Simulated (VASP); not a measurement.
# CdTe (zincblende type) (F-43m) in VASP: notebook

Runs on CdTe (zincblende type). Level: LDA. Tasks: single point, relaxation of cell and atoms.

Everything below comes from runs of VASP 6.6.1. Logs are shortened: lines on timing, memory, paths and dates and some standing lists are left out, and cuts for length are marked.

## Step 1: The cell of the first run

Symmetry: F-43m, No. 216, cubic system. Conventional cell: a = 6.407 Å, b = 6.407 Å, c = 6.407 Å, α = 90.00°, β = 90.00°, γ = 90.00°. Cd (site symmetry -43m) has 4 Te at 2.77 Å within 3.7 Å. Within 3.7 Å of Te (site symmetry -43m) lie 4 Cd at 2.77 Å.

## Step 2: Single point, LDA

Input file INCAR:

```
SYSTEM = CdTe
  PREC = Accurate
  ENCUT = 500
  EDIFF = 1E-6
  ISMEAR = -1
  SIGMA = 0.02
  LREAL = .False.
  LASPH = .True.
  NELM = 120
  ALGO = Normal
  ISIF = 2
  LWAVE = .False.
  LCHARG = .False.
  GGA = CA
  NBANDS = 16
  GGA_COMPAT = .False.
```

Input file KPOINTS:

```
regular mesh
0
Gamma
  9 9 9
  0 0 0
```

Input file POSCAR:

```
CdTe
1.0
    0.0000000000      3.2036917475      3.2036917475
    3.2036917475      0.0000000000      3.2036917475
    3.2036917475      3.2036917475      0.0000000000
Cd Te
1 1
Direct
    0.0000000000      0.0000000000      0.0000000000
    0.2500000000      0.2500000000      0.2500000000
```

Potentials or basis: VASP PAW LDA potentials, release 64 (Cd, Te).

On the command line:

```bash
$ cat potpaw_LDA.64/Cd/POTCAR potpaw_LDA.64/Te/POTCAR > POTCAR
$ mpirun -np 1 vasp_std > vasp.out
```

OUTCAR:

```text
SYSTEM = CdTe
   PREC = Accurate
   ENCUT = 500
   EDIFF = 1E-6
   ISMEAR = -1
   LREAL = .False.
   LASPH = .True.
   NELM = 120
   ISIF = 2
   GGA = CA

 ion  position               nearest neighbor table
   1  0.000  0.000  0.000-   2 2.77   2 2.77   2 2.77   2 2.77
   2  0.250  0.250  0.250-   1 2.77   1 2.77   1 2.77   1 2.77

  LATTYP: Found a face centered cubic cell.
 ALAT       =     6.4073834950

  Lattice vectors:

 A1 = (   0.0000000000,   3.2036917475,   3.2036917475)
 A2 = (   3.2036917475,   0.0000000000,   3.2036917475)
 A3 = (   3.2036917475,   3.2036917475,   0.0000000000)

Analysis of symmetry for initial positions (statically):
=====================================================================
 Subroutine PRICEL returns:
 Original cell was already a primitive cell.

 Routine SETGRP: Setting up the symmetry group for a
 face centered cubic supercell.

 Subroutine GETGRP returns: Found 24 space group operations
 (whereof 24 operations were pure point group operations)
 out of a pool of 48 trial point group operations.

The static configuration has the point symmetry T_d .

Analysis of symmetry for dynamics (positions and initial velocities):
=====================================================================
 Subroutine PRICEL returns:
 Original cell was already a primitive cell.

 Routine SETGRP: Setting up the symmetry group for a
 face centered cubic supercell.

 Subroutine GETGRP returns: Found 24 space group operations
 (whereof 24 operations were pure point group operations)
 out of a pool of 48 trial point group operations.

The dynamic configuration has the point symmetry T_d .

 Subroutine INISYM returns: Found 24 space group operations
 (whereof 24 operations are pure point group operations),
 and found     1 'primitive' translations

----------------------------------------------------------------------------------------

                                     Primitive cell

  volume of cell :      65.7631

  direct lattice vectors                    reciprocal lattice vectors
     0.000000000  3.203691748  3.203691748    -0.156069947  0.156069947  0.156069947
     3.203691748  0.000000000  3.203691748     0.156069947 -0.156069947  0.156069947
     3.203691748  3.203691748  0.000000000     0.156069947  0.156069947 -0.156069947

  length of vectors
     4.530704319  4.530704319  4.530704319     0.270321077  0.270321077  0.270321077

  position of ions in fractional coordinates (direct lattice)
     0.000000000  0.000000000  0.000000000
     0.250000000  0.250000000  0.250000000

  ion indices of the primitive-cell ions
   primitive index   ion index
                 1           1
                 2           2

----------------------------------------------------------------------------------------

 KPOINTS: regular mesh

Automatic generation of k-mesh.
 Grid dimensions read from file:
 generate k-points for:    9    9    9

 Generating k-lattice:

  Cartesian coordinates                     Fractional coordinates (reciprocal lattice)
    -0.017341105  0.017341105  0.017341105     0.111111111  0.000000000  0.000000000
     0.017341105 -0.017341105  0.017341105     0.000000000  0.111111111  0.000000000
     0.017341105  0.017341105 -0.017341105     0.000000000  0.000000000  0.111111111

  Length of vectors
     0.030035675  0.030035675  0.030035675

  Shift w.r.t. Gamma in fractional coordinates (k-lattice)
     0.000000000  0.000000000  0.000000000

 Subroutine IBZKPT returns following result:
 ===========================================

 Found     35 irreducible k-points:

 Following reciprocal coordinates:
            Coordinates               Weight
  0.000000  0.000000  0.000000      1.000000
  0.111111  0.000000  0.000000      8.000000
  0.222222  0.000000  0.000000      8.000000
  0.333333  0.000000  0.000000      8.000000
  0.444444  0.000000  0.000000      8.000000
  0.111111  0.111111  0.000000      6.000000
[... 16 lines left out ...]
 -0.333333  0.333333  0.000000     12.000000
  0.444444  0.444444  0.000000      6.000000
 [... further k-points ...]
   k-points           NKPTS =     35   k-points in BZ     NKDIM =     35   number of bands    NBANDS=     16
   number of dos      NEDOS =    301   number of ions     NIONS =      2
   total plane-waves  NPLWV =  46656
   dimension x,y,z NGX =    36 NGY =   36 NGZ =   36
   dimension x,y,z NGXF=    72 NGYF=   72 NGZF=   72
   ions per type =               1   1
   NGX,Y,Z   is equivalent  to a cutoff of  13.21, 13.21, 13.21 a.u.
   NGXF,Y,Z  is equivalent  to a cutoff of  26.42, 26.42, 26.42 a.u.
 SYSTEM =  CdTe
   PREC   = accura    normal or accurate (medium, high low for compatibility)
   ISTART =      0    job   : 0-new  1-cont  2-samecut
   ICHARG =      2    charge: 1-file 2-atom 10-const
   ISPIN  =      1    spin polarized calculation?
   LNONCOLLINEAR =      F non collinear calculations
   LSORBIT =      F    spin-orbit coupling
   LASPH  =      T    aspherical Exc in radial PAW
   ENCUT  =  500.0 eV  36.75 Ry    6.06 a.u.   8.26  8.26  8.26*2*pi/ulx,y,z
   NELM   =    120;   NELMIN=  2; NELMDL= -5     # of ELM steps
   EDIFF  = 0.1E-05   stopping-criterion for ELM
   LREAL  =      F    real-space projection
   EDIFFG = 0.1E-04   stopping-criterion for IOM
   NSW    =      0    number of steps for IOM
   IBRION =     -1    ionic relax: 0-MD 1-quasi-New 2-CG
   NFREE  =      0    steps in history (QN), initial steepest desc. (CG)
   ISIF   =      2    stress and relaxation
   ISYM   =      2    0-nonsym 1-usesym 2-fastsym
   POTIM  = 0.5000    time-step for ionic-motion
   TEBEG  =    0.0;   TEEND  =   0.0 temperature during run
   PSTRESS=    0.0 pullay stress
   NELECT =      18.0000    total number of electrons
   NUPDOWN=      -1.0000    fix difference up-down
   EMIN   =  10.00;   EMAX   =-10.00  energy-range for DOS
   EFERMI =   0.00;   METHOD = LEGACY
   ISMEAR =    -1;   SIGMA  =   0.02  broadening in eV -4-tet -1-fermi 0-gaus
   EFERMI_NEDOS =   21; number of points for ismear=-14 and -15
   IALGO  =     38    algorithm
   IMIX   =      4    mixing-type and parameters
     AMIX     =   0.40;   BMIX     =  1.00
     AMIX_MAG =   1.60;   BMIX_MAG =  1.00
  volume/ion in A,a.u.               =      32.88       221.90
  Fermi-wavevector in a.u.,A,eV,Ry     =   1.062931  2.008648 15.372157  1.129822
  Thomas-Fermi vector in A             =   2.198398
   LORBIT       =      0    0 simple, 1 ext, 2 COOP (PROOUT), +10 PAW based schemes
   GGA     = CA    functional components
   LHFCALC =     F    Hartree Fock is set to
   AEXX    =    0.0000 exact exchange contribution
   IVDW    =     0    specifies the selected vdW correction
   LEPSILON=     F    determine dielectric tensor
   LRPA    =     F    only Hartree local field effects (RPA)
 non-spin polarized calculation
  energy-cutoff  :      500.00
  volume of cell :       65.76
 maximum number of plane-waves:      1691
 NGX is ok and might be reduce to    36
   NGX = 17   NGY = 17   NGZ = 17

 number of electron      17.9999996 magnetization

 Free energy of the ion-electron system (eV)
  ---------------------------------------------------
  ext. energy  EPLUGINS =         0.00000000
  ---------------------------------------------------
  free energy    TOTEN  =        -6.05146144 eV

  energy without entropy =       -6.05146144  energy(sigma->0) =       -6.05146144

 E-fermi :   2.8180     XC(G=0):  -9.0953

 val. band max:        2.4773047521   @ k =   0.0000   0.0000   0.0000
 cond. band min:       3.1348271548   @ k =   0.0000   0.0000   0.0000
 fundamental gap:      0.6575224027
 Fermi energy:         2.8179633634

 k-point     1 :       0.0000    0.0000    0.0000
  band No.  band energies     occupation
      1      -8.9657      2.00000
      2      -5.9386      2.00000
      3      -5.9386      2.00000
      4      -5.9386      2.00000
      5      -5.6481      2.00000
      6      -5.6481      2.00000
[... 8 lines left out ...]
     15      11.8732      0.00000
     16      11.8732      0.00000

 k-point     2 :       0.1111    0.0000    0.0000
  band No.  band energies     occupation
      1      -8.9146      2.00000
      2      -5.9286      2.00000
      3      -5.9286      2.00000
      4      -5.9027      2.00000
      5      -5.6490      2.00000
      6      -5.6490      2.00000
[... 8 lines left out ...]
     15      11.1588      0.00000
     16      11.1588      0.00000

 k-point     3 :       0.2222    0.0000    0.0000
  band No.  band energies     occupation
      1      -8.7843      2.00000
      2      -5.9051      2.00000
      3      -5.9051      2.00000
      4      -5.7806      2.00000
      5      -5.6495      2.00000
      6      -5.6495      2.00000
[... 8 lines left out ...]
     15      10.8256      0.00000
     16      10.8256      0.00000

 k-point     4 :       0.3333    0.0000    0.0000
  band No.  band energies     occupation
      1      -8.6361      2.00000
      2      -5.8821      2.00000
      3      -5.8821      2.00000
      4      -5.6454      2.00000
      5      -5.6454      2.00000
      6      -5.5567      2.00000
[... 8 lines left out ...]
     15      11.3222      0.00000
     16      11.3222      0.00000
[... 324 lines left out ...]
 k-point    22 :      -0.4444    0.3333    0.0000
  band No.  band energies     occupation
      1      -8.4150      2.00000
      2      -5.8132      2.00000
      3      -5.7835      2.00000
      4      -5.7096      2.00000
      5      -5.6297      2.00000
      6      -5.1103      2.00000
[... 8 lines left out ...]
     15      12.5676      0.00000
     16      14.3722      0.00000

 k-point    23 :      -0.3333    0.3333    0.0000
  band No.  band energies     occupation
      1      -8.4290      2.00000
      2      -5.8279      2.00000
      3      -5.8030      2.00000
      4      -5.6806      2.00000
      5      -5.6438      2.00000
      6      -5.1089      2.00000
[... 8 lines left out ...]
     15      11.4474      0.00000
     16      14.6308      0.00000

 k-point    24 :       0.4444    0.4444    0.0000
  band No.  band energies     occupation
      1      -8.4106      2.00000
      2      -5.7704      2.00000
      3      -5.7613      2.00000
      4      -5.7613      2.00000
      5      -5.6155      2.00000
      6      -5.1795      2.00000
[... 8 lines left out ...]
     15      13.2286      0.00000
     16      14.3946      0.00000

 [... further k-points ...]
[... 5 lines left out ...]
  --------------------------------------------------------------------------------------
  -------------------------------------------------------------------------------------
  Total        0.1214901      0.1214901      0.1214901      0.0000000      0.0000000      0.0000000
  in kB        2.9598481      2.9598481      2.9598481      0.0000000      0.0000000      0.0000000
  external PRESSURE =       2.9598481 kB  Pullay stress =       0.0000000 kB

 VOLUME and BASIS-vectors are now :
 -----------------------------------------------------------------------------
  energy-cutoff  :      500.00
  volume of cell :       65.76
      direct lattice vectors                 reciprocal lattice vectors
     0.000000000  3.203691748  3.203691748    -0.156069947  0.156069947  0.156069947
     3.203691748  0.000000000  3.203691748     0.156069947 -0.156069947  0.156069947
     3.203691748  3.203691748  0.000000000     0.156069947  0.156069947 -0.156069947

 POSITION                                       TOTAL-FORCE (eV/Angst)
 -----------------------------------------------------------------------------------
      0.00000      0.00000      0.00000         0.000000      0.000000      0.000000
      1.60185      1.60185      1.60185        -0.000000     -0.000000     -0.000000
 -----------------------------------------------------------------------------------
    total drift:                                0.000000      0.000000      0.000000

  FREE ENERGIE OF THE ION-ELECTRON SYSTEM (eV)
  ---------------------------------------------------
  free  energy   TOTEN  =        -6.0514614429 eV

  energy  without entropy=       -6.0514614427  energy(sigma->0) =       -6.05146144
```

Wall time 31 s (1 thread of Intel Xeon Platinum 8375C at 2.90GHz (Ice Lake), shared host); peak memory 0.19 GiB.

What came out:

```yaml
Free_energy: -6.0515 eV
Pressure: 0.3 GPa
Band_gap_on_the_k_mesh: 0.66 eV, direct
```

Levels at points of the mesh, in eV from the valence-band top:
| k point | band 6 | band 7 | band 8 | band 9 | band 10 | band 11 | band 12 | band 13 |
| --- | --- | --- | --- | --- | --- | --- | --- | --- |
| (0.00, 0.00, 0.00) | -8.13 | 0.00 | 0.00 | 0.00 | 0.66 | 4.48 | 4.48 | 4.48 |

Caveat: spin-orbit coupling is left out, which moves the levels of the heavy elements.

## Step 3: Relaxation of cell and atoms, LDA

This run uses another cell than the first one, of 30.00 Å³/atom, 0.912 times its volume.

Input file INCAR:

```
SYSTEM = CdTe
PREC = Accurate ; ENCUT = 500
EDIFF = 1E-7 ; ISMEAR = -1
SIGMA = 0.02 ; LREAL = .False.
LASPH = .True. ; NELM = 120
ALGO = Normal ; ISIF = 3
LWAVE = .False. ; LCHARG = .False.
GGA = CA ; IBRION = 2
NSW = 60 ; EDIFFG = -0.005
GGA_COMPAT = .False. ; NELMIN = 4
```

Input file KPOINTS:

```
Automatic mesh
0
Gamma
  9 9 9
  0 0 0
```

Input file POSCAR:

```
CdTe
1.0
    0.0000000000      3.1072325060      3.1072325060
    3.1072325060      0.0000000000      3.1072325060
    3.1072325060      3.1072325060      0.0000000000
Cd Te
1 1
Direct
    0.0000000000      0.0000000000      0.0000000000
    0.2500000000      0.2500000000      0.2500000000
```

Potentials or basis: VASP PAW LDA potentials, release 64 (Cd, Te).

On the command line:

```bash
$ cat potpaw_LDA.64/Cd/POTCAR potpaw_LDA.64/Te/POTCAR > POTCAR
$ mpirun -np 1 vasp_std > vasp.out
```

Run time: 41 s. Hardware: 1 thread of Intel Xeon Platinum 8375C at 2.90GHz (Ice Lake), shared host; peak memory 0.17 GiB.

Results (log left out):

```yaml
Free_energy: -6.0510 eV
Relaxed_volume: 33.06 Å³/atom
Relaxed_cell: a = 4.539 Å, b = 4.539 Å, c = 4.539 Å, α = 60.00°, β = 60.00°, γ = 60.00°
Space_group_after_relaxing_to_0.05_Å: F-43m (No. 216)
Energy_gained_by_relaxing: 49.9 meV/atom
Ionic_steps: 3
Pressure_after_relaxing: 0.0 GPa
Band_gap_on_the_k_mesh: 0.64 eV, direct
```

Step by step:
```csv
step,energy change (eV),largest force (eV/Å),pressure (GPa),volume (Å³)
1,0.0000,0.0000,5.71,60.00
2,-0.0730,0.0000,-2.23,69.78
3,-0.0998,0.0000,0.01,66.12
```

Final structure:
```xyz
2
Lattice="0.0000 3.2095 3.2095 3.2095 0.0000 3.2095 3.2095 3.2095 0.0000" Properties=species:S:1:pos:R:3 pbc="T T T"
Cd    0.0000    0.0000    0.0000
Te    1.6047    1.6047    1.6047
```

Levels at points of the mesh, in eV from the valence-band top:
| k point | band 6 | band 7 | band 8 | band 9 | band 10 | band 11 | band 12 | band 13 |
| --- | --- | --- | --- | --- | --- | --- | --- | --- |
| (0.00, 0.00, 0.00) | -8.11 | 0.00 | 0.00 | 0.00 | 0.64 | 4.48 | 4.48 | 4.48 |

Caveat: spin-orbit coupling is left out, which moves the levels of the heavy elements. LDA gaps usually lie below the measured ones, often by a third to a half.
